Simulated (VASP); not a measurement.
Input of a VASP 6.6.1 run:

Contents of POSCAR:

```
SnTe
1.0
    0.0000000000      3.6111460000      3.6111460000
    3.6111460000      0.0000000000      3.6111460000
    3.6111460000      3.6111460000      0.0000000000
Te Sn
1 1
Direct
    0.2500000000      0.2500000000      0.2500000000
    0.0000000000      0.0000000000      0.0000000000
```

File INCAR.step1:

```
SYSTEM = SnTe
PREC = Accurate
ENCUT = 600
ISMEAR = -1
SIGMA = 0.05
LREAL = .FALSE.
LASPH = .TRUE.
NELM = 80
GGA = PE
ALGO = Normal
EDIFF = 1E-4
LWAVE = .TRUE.
LCHARG = .FALSE.
```

Contents of INCAR.step2:

```
SYSTEM = SnTe
PREC = Accurate
ENCUT = 600
EDIFF = 1E-6
ISMEAR = -1
SIGMA = 0.05
LREAL = .FALSE.
LASPH = .TRUE.
NELM = 80
ALGO = Normal
ISIF = 3
LWAVE = .FALSE.
LCHARG = .FALSE.
METAGGA = R2SCAN
LMIXTAU = .TRUE.
IVDW = 12
VDW_S6 = 1.0
VDW_S8 = 0.78981345
VDW_A1 = 0.49484001
VDW_A2 = 5.73083694
IBRION = 2
NSW = 60
EDIFFG = -0.01
ISTART = 1
```

File KPOINTS:

```
Automatic mesh
0
G
  7 7 7
  0 0 0
```

Potentials or basis: VASP PAW PBE potentials, release 64 (Te, Sn_d).

Launch:

```console
$ cat potpaw_PBE.64/Te/POTCAR potpaw_PBE.64/Sn_d/POTCAR > POTCAR
$ cp INCAR.step1 INCAR
$ mpirun -np 1 vasp_std > vasp.out
$ cp INCAR.step2 INCAR
$ mpirun -np 1 vasp_std > vasp.out
```

Question: Predict the relaxed cell.

Answer: a = 5.045 Å, b = 5.045 Å, c = 5.045 Å, α = 60.00°, β = 60.00°, γ = 60.00°.

Question: What does it give for the space group after relaxing (to 0.1 Å)?

Answer: F-43m (No. 216).

Question: Predict the relaxed volume.

Answer: 45.41 Å³/atom.

Final structure:
```cif
data_structure
_symmetry_space_group_name_H-M 'P 1'
_symmetry_Int_Tables_number 1
_cell_length_a 5.0453
_cell_length_b 5.0453
_cell_length_c 5.0453
_cell_angle_alpha 60.000
_cell_angle_beta 60.000
_cell_angle_gamma 60.000
_cell_volume 90.81
loop_
_atom_site_label
_atom_site_type_symbol
_atom_site_fract_x
_atom_site_fract_y
_atom_site_fract_z
_atom_site_occupancy
Te1 Te 0.25000 0.25000 0.25000 1
Sn1 Sn 0.00000 0.00000 0.00000 1
```

Caveat: the PAW data sets were made with another functional, which shifts forces and pressure a little.
